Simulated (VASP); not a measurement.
MgS:

```
Mg S
1.0
     0.00000    2.60152    2.60152
     2.60152    0.00000    2.60152
     2.60152    2.60152    0.00000
Mg S
1 1
Direct
  0.00000 0.00000 0.00000
  0.50000 0.50000 0.50000
```

Base run:

```yaml
Program: VASP 6.6.1
Functional: PBE
Potentials_or_basis: VASP PAW PBE potentials, release 64 (Mg, S)
Cutoff: 520 eV
k_mesh: 6 × 6 × 6
Occupations: gaussian, width 0.01 eV
Spin: no spin polarisation
```

Its results: band gap on the k mesh 2.77 eV (least direct gap 3.71 eV); pressure 0.9 GPa.

Problem. After a change of settings the same cell gave: band gap on the k mesh 4.49 eV (least direct gap 5.51 eV); pressure -0.7 GPa. Which change was it?
A. k mesh from 6 × 6 × 6 to 8 × 8 × 8; occupations from gaussian, width 0.01 eV to fermi-dirac, width 0.02 eV
B. functional from PBE to HSE06
C. functional from PBE to PBE0

Solution. C.

Caveats: the PAW data sets were made with another functional, which shifts forces and pressure a little (at least some runs).
